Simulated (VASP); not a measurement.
# F (Cmce) in VASP: single point with PBEsol

Aim: the single point of F with PBEsol.

All numbers are computed with VASP 6.6.1; they aren't measurements. Logs are shortened: lines on timing, memory, paths and dates and some standing lists are left out, and cuts for length are marked.

## (1) The cell of the first run

It takes space group Cmce (No. 64, orthorhombic). The conventional cell has a = 4.630 Å, b = 3.324 Å, c = 6.128 Å, α = 90.00°, β = 90.00°, γ = 90.00°. F (site symmetry m) has 1 F at 1.50 Å within 2.0 Å.

## (2) Single point, PBEsol (Cl replaced by F, lengths x 0.735, strained)

Input file INCAR:

```
SYSTEM = F
ALGO     = Normal         ! electronic algorithm
EDIFF    = 1E-7           ! SCF threshold, eV
ENCUT    = 520            ! plane-wave cutoff, eV
GGA      = PS             ! functional
ISIF     = 2              ! what is computed and relaxed
ISMEAR   = 0              ! smearing method
LASPH    = .TRUE.         ! aspherical terms in the spheres
LCHARG   = .FALSE.        ! write CHGCAR
LREAL    = .FALSE.        ! projectors in reciprocal space
LWAVE    = .FALSE.        ! write WAVECAR
NBANDS   = 22             ! bands
NELM     = 100            ! most SCF steps
PREC     = Accurate       ! precision mode
SIGMA    = 0.02           ! smearing width, eV
```

Input file KPOINTS:

```
k-points
0
G
  10 10 6
  0 0 0
```

Input file POSCAR:

```
F
1.0
    2.3147876471     -1.6618988235      0.0000000000
    2.3147876471      1.6618988235      0.0000000000
    0.0000000000      0.0000000000      6.1282519118
F
4
Direct
    0.1300000000      0.8700000000      0.1000000000
    0.6300000000      0.3700000000      0.4000000000
    0.8700000000      0.1300000000      0.9000000000
    0.3700000000      0.6300000000      0.6000000000
```

Potentials or basis: VASP PAW PBE potentials, release 64 (F).

Started as:

```console
$ cat potpaw_PBE.64/F/POTCAR > POTCAR
$ mpirun -np 1 vasp_std > vasp.out
```

OUTCAR:

```text
SYSTEM = F
   EDIFF = 1E-7
   ENCUT = 520
   GGA = PS
   ISIF = 2
   ISMEAR = 0
   LASPH = .TRUE.
   LREAL = .FALSE.
   NELM = 100
   PREC = Accurate

 ion  position               nearest neighbor table
   1  0.130  0.870  0.100-   3 1.50
   2  0.630  0.370  0.400-   4 1.50
   3  0.870  0.130  0.900-   1 1.50
   4  0.370  0.630  0.600-   2 1.50

  LATTYP: Found a base centered orthorhombic cell.
 ALAT       =     3.3237976470
 B/A-ratio  =     1.3928571429
 C/A-ratio  =     1.8437500000

  Lattice vectors:

 A1 = (  -2.3147876471,  -1.6618988235,   0.0000000000)
 A2 = (   2.3147876471,  -1.6618988235,   0.0000000000)
 A3 = (   0.0000000000,   0.0000000000,   6.1282519118)

Analysis of symmetry for initial positions (statically):
=====================================================================
 Subroutine PRICEL returns:
 Original cell was already a primitive cell.

 Routine SETGRP: Setting up the symmetry group for a
 base centered orthorhombic supercell.

 Subroutine GETGRP returns: Found  8 space group operations
 (whereof  4 operations were pure point group operations)
 out of a pool of  8 trial point group operations.

The static configuration has the point symmetry C_2h.
 The point group associated with its full space group is D_2h.

Analysis of symmetry for dynamics (positions and initial velocities):
=====================================================================
 Subroutine PRICEL returns:
 Original cell was already a primitive cell.

 Routine SETGRP: Setting up the symmetry group for a
 base centered orthorhombic supercell.

 Subroutine GETGRP returns: Found  8 space group operations
 (whereof  4 operations were pure point group operations)
 out of a pool of  8 trial point group operations.

The dynamic configuration has the point symmetry C_2h.
 The point group associated with its full space group is D_2h.

 Subroutine INISYM returns: Found  8 space group operations
 (whereof  4 operations are pure point group operations),
 and found     1 'primitive' translations

----------------------------------------------------------------------------------------

                                     Primitive cell

  volume of cell :      47.1501

  direct lattice vectors                    reciprocal lattice vectors
     2.314787647 -1.661898824  0.000000000     0.216002535 -0.300860674  0.000000000
     2.314787647  1.661898824  0.000000000     0.216002535  0.300860674  0.000000000
     0.000000000  0.000000000  6.128251912     0.000000000  0.000000000  0.163178671

  length of vectors
     2.849587611  2.849587611  6.128251912     0.370370410  0.370370410  0.163178671

  position of ions in fractional coordinates (direct lattice)
     0.130000000  0.870000000  0.100000000
     0.630000000  0.370000000  0.400000000
     0.870000000  0.130000000  0.900000000
     0.370000000  0.630000000  0.600000000

  ion indices of the primitive-cell ions
   primitive index   ion index
                 1           1
                 2           2
                 3           3
                 4           4

----------------------------------------------------------------------------------------

 KPOINTS: k-points

Automatic generation of k-mesh.
 Grid dimensions read from file:
 generate k-points for:   10   10    6

 Generating k-lattice:

  Cartesian coordinates                     Fractional coordinates (reciprocal lattice)
     0.021600254 -0.030086067  0.000000000     0.100000000  0.000000000  0.000000000
     0.021600254  0.030086067  0.000000000     0.000000000  0.100000000  0.000000000
     0.000000000  0.000000000  0.027196445     0.000000000  0.000000000  0.166666667

  Length of vectors
     0.037037041  0.037037041  0.027196445

  Shift w.r.t. Gamma in fractional coordinates (k-lattice)
     0.000000000  0.000000000  0.000000000

 Subroutine IBZKPT returns following result:
 ===========================================

 Found    124 irreducible k-points:

 Following reciprocal coordinates:
            Coordinates               Weight
  0.000000  0.000000  0.000000      1.000000
  0.100000 -0.000000  0.000000      4.000000
  0.200000 -0.000000  0.000000      4.000000
  0.300000  0.000000  0.000000      4.000000
  0.400000 -0.000000  0.000000      4.000000
  0.500000 -0.000000  0.000000      2.000000
[... 16 lines left out ...]
  0.300000  0.300000  0.000000      2.000000
  0.400000  0.300000  0.000000      4.000000
 [... further k-points ...]
   k-points           NKPTS =    124   k-points in BZ     NKDIM =    124   number of bands    NBANDS=     22
   number of dos      NEDOS =    301   number of ions     NIONS =      4
   total plane-waves  NPLWV =  27648
   dimension x,y,z NGX =    24 NGY =   24 NGZ =   48
   dimension x,y,z NGXF=    48 NGYF=   48 NGZF=   96
   ions per type =               4
   NGX,Y,Z   is equivalent  to a cutoff of  14.00, 14.00, 13.02 a.u.
   NGXF,Y,Z  is equivalent  to a cutoff of  28.00, 28.00, 26.04 a.u.
 SYSTEM =  F
   PREC   = accura    normal or accurate (medium, high low for compatibility)
   ISTART =      0    job   : 0-new  1-cont  2-samecut
   ICHARG =      2    charge: 1-file 2-atom 10-const
   ISPIN  =      1    spin polarized calculation?
   LNONCOLLINEAR =      F non collinear calculations
   LSORBIT =      F    spin-orbit coupling
   LASPH  =      T    aspherical Exc in radial PAW
   ENCUT  =  520.0 eV  38.22 Ry    6.18 a.u.   5.30  5.30 11.39*2*pi/ulx,y,z
   NELM   =    100;   NELMIN=  2; NELMDL= -5     # of ELM steps
   EDIFF  = 0.1E-06   stopping-criterion for ELM
   LREAL  =      F    real-space projection
   EDIFFG = 0.1E-05   stopping-criterion for IOM
   NSW    =      0    number of steps for IOM
   IBRION =     -1    ionic relax: 0-MD 1-quasi-New 2-CG
   NFREE  =      0    steps in history (QN), initial steepest desc. (CG)
   ISIF   =      2    stress and relaxation
   ISYM   =      2    0-nonsym 1-usesym 2-fastsym
   POTIM  = 0.5000    time-step for ionic-motion
   TEBEG  =    0.0;   TEEND  =   0.0 temperature during run
   PSTRESS=    0.0 pullay stress
   NELECT =      28.0000    total number of electrons
   NUPDOWN=      -1.0000    fix difference up-down
   EMIN   =  10.00;   EMAX   =-10.00  energy-range for DOS
   EFERMI =   0.00;   METHOD = LEGACY
   ISMEAR =     0;   SIGMA  =   0.02  broadening in eV -4-tet -1-fermi 0-gaus
   EFERMI_NEDOS =   21; number of points for ismear=-14 and -15
   IALGO  =     38    algorithm
   IMIX   =      4    mixing-type and parameters
     AMIX     =   0.40;   BMIX     =  1.00
     AMIX_MAG =   1.60;   BMIX_MAG =  1.00
  volume/ion in A,a.u.               =      11.79        79.55
  Fermi-wavevector in a.u.,A,eV,Ry     =   1.376047  2.600353 25.762719  1.893506
  Thomas-Fermi vector in A             =   2.501328
   LORBIT       =      0    0 simple, 1 ext, 2 COOP (PROOUT), +10 PAW based schemes
   GGA     = PS    functional components
   LHFCALC =     F    Hartree Fock is set to
   AEXX    =    0.0000 exact exchange contribution
   IVDW    =     0    specifies the selected vdW correction
   LEPSILON=     F    determine dielectric tensor
   LRPA    =     F    only Hartree local field effects (RPA)
 non-spin polarized calculation
 Gauss-broadening in eV      SIGMA  =   0.02
  energy-cutoff  :      520.00
  volume of cell :       47.15
 maximum number of plane-waves:      1294
 NGX is ok and might be reduce to    24
   NGX = 11   NGY = 11   NGZ = 23

 number of electron      27.9999983 magnetization

 Free energy of the ion-electron system (eV)
  ---------------------------------------------------
  ext. energy  EPLUGINS =         0.00000000
  ---------------------------------------------------
  free energy    TOTEN  =        -7.46424499 eV

  energy without entropy =       -7.46424499  energy(sigma->0) =       -7.46424499

 E-fermi :  -3.8077     XC(G=0):  -9.3616

 val. band max:       -3.8931253681   @ k =   0.5000  -0.0000   0.5000
 cond. band min:      -1.8987251236   @ k =   0.0000   0.0000   0.0000
 fundamental gap:      1.9944002445
 Fermi energy:        -3.8077345671

 k-point     1 :       0.0000    0.0000    0.0000
  band No.  band energies     occupation
      1     -27.9075      2.00000
      2     -27.5397      2.00000
      3     -22.9631      2.00000
      4     -22.2638      2.00000
      5     -10.0502      2.00000
      6      -9.1197      2.00000
[... 14 lines left out ...]
     21      19.1485      0.00000
     22      19.4002      0.00000

 k-point     2 :       0.1000   -0.0000    0.0000
  band No.  band energies     occupation
      1     -27.8734      2.00000
      2     -27.5214      2.00000
      3     -22.9464      2.00000
      4     -22.2838      2.00000
      5     -10.0530      2.00000
      6      -9.1493      2.00000
[... 14 lines left out ...]
     21      18.0071      0.00000
     22      19.5097      0.00000

 k-point     3 :       0.2000   -0.0000    0.0000
  band No.  band energies     occupation
      1     -27.7799      2.00000
      2     -27.4766      2.00000
      3     -22.9004      2.00000
      4     -22.3415      2.00000
      5     -10.0564      2.00000
      6      -9.2405      2.00000
[... 14 lines left out ...]
     21      16.6805      0.00000
     22      18.6060      0.00000

 k-point     4 :       0.3000    0.0000    0.0000
  band No.  band energies     occupation
      1     -27.6522      2.00000
      2     -27.4283      2.00000
      3     -22.8313      2.00000
      4     -22.4299      2.00000
      5     -10.0406      2.00000
      6      -9.3978      2.00000
[... 14 lines left out ...]
     21      16.0013      0.00000
     22      17.1931      0.00000

 k-point     5 :       0.4000   -0.0000    0.0000
  band No.  band energies     occupation
      1     -27.5268      2.00000
      2     -27.4074      2.00000
      3     -22.7453      2.00000
      4     -22.5361      2.00000
      5      -9.9707      2.00000
      6      -9.6091      2.00000
[... 417 lines left out ...]
 k-point    22 :      -0.2000    0.2000    0.0000
  band No.  band energies     occupation
      1     -27.5962      2.00000
      2     -27.4269      2.00000
      3     -22.8003      2.00000
      4     -22.4957      2.00000
      5     -10.0278      2.00000
      6      -9.4756      2.00000
[... 14 lines left out ...]
     21      16.4415      0.00000
     22      16.8052      0.00000

 k-point    23 :       0.3000    0.3000    0.0000
  band No.  band energies     occupation
      1     -27.6144      2.00000
      2     -27.3283      2.00000
      3     -22.7938      2.00000
      4     -22.2826      2.00000
      5      -9.9175      2.00000
      6      -9.3036      2.00000
[... 14 lines left out ...]
     21      16.2245      0.00000
     22      16.7677      0.00000

 k-point    24 :       0.4000    0.3000    0.0000
  band No.  band energies     occupation
      1     -27.5392      2.00000
      2     -27.2863      2.00000
      3     -22.7533      2.00000
      4     -22.3118      2.00000
      5      -9.8848      2.00000
      6      -9.3657      2.00000
[... 14 lines left out ...]
     21      15.4878      0.00000
     22      16.2337      0.00000

 [... further k-points ...]
[... 5 lines left out ...]
  --------------------------------------------------------------------------------------
  -------------------------------------------------------------------------------------
  Total        1.1039487     -1.6364812     -3.9116400      0.0000000     -0.0000000      0.0000000
  in kB       37.5125971    -55.6082535   -132.9190166      0.0000000     -0.0000000      0.0000000
  external PRESSURE =     -50.3382243 kB  Pullay stress =       0.0000000 kB

 VOLUME and BASIS-vectors are now :
 -----------------------------------------------------------------------------
  energy-cutoff  :      520.00
  volume of cell :       47.15
      direct lattice vectors                 reciprocal lattice vectors
     2.314787647 -1.661898824  0.000000000     0.216002535 -0.300860674  0.000000000
     2.314787647  1.661898824  0.000000000     0.216002535  0.300860674  0.000000000
     0.000000000  0.000000000  6.128251912     0.000000000  0.000000000  0.163178671

 POSITION                                       TOTAL-FORCE (eV/Angst)
 -----------------------------------------------------------------------------------
      2.31479      1.22981      0.61283         0.000000      1.281534     -1.531854
      2.31479     -0.43209      2.45130         0.000000      1.281534      1.531854
      2.31479     -1.22981      5.51543         0.000000     -1.281534      1.531854
      2.31479      0.43209      3.67695         0.000000     -1.281534     -1.531854
 -----------------------------------------------------------------------------------
    total drift:                                0.000000     -0.000000      0.000000

  FREE ENERGIE OF THE ION-ELECTRON SYSTEM (eV)
  ---------------------------------------------------
  free  energy   TOTEN  =        -7.4642449865 eV

  energy  without entropy=       -7.4642449865  energy(sigma->0) =       -7.46424499
```

Wall time 82 s (1 thread of Intel Xeon Platinum 8259CL at 2.50GHz (Skylake/Cascade Lake), shared host); peak memory 0.22 GiB.

What came out:

| Item | Value |
| --- | --- |
| Free energy | -7.4642 eV |
| Pressure | -5.0 GPa |
| Largest force | 1.997 eV/Å |
| Band gap on the k mesh | 1.99 eV, indirect (least direct gap 2.04 eV) |

Forces on the atoms (eV/Å):
```
F    0.000  1.282 -1.532
F    0.000  1.282  1.532
F    0.000 -1.282  1.532
F    0.000 -1.282 -1.532
```

Caveat: the cell differs from its parent crystal (Cl replaced by F, lengths x 0.735, strained); the PAW data sets were made with another functional, which shifts forces and pressure a little. A k mesh can miss the band edges.
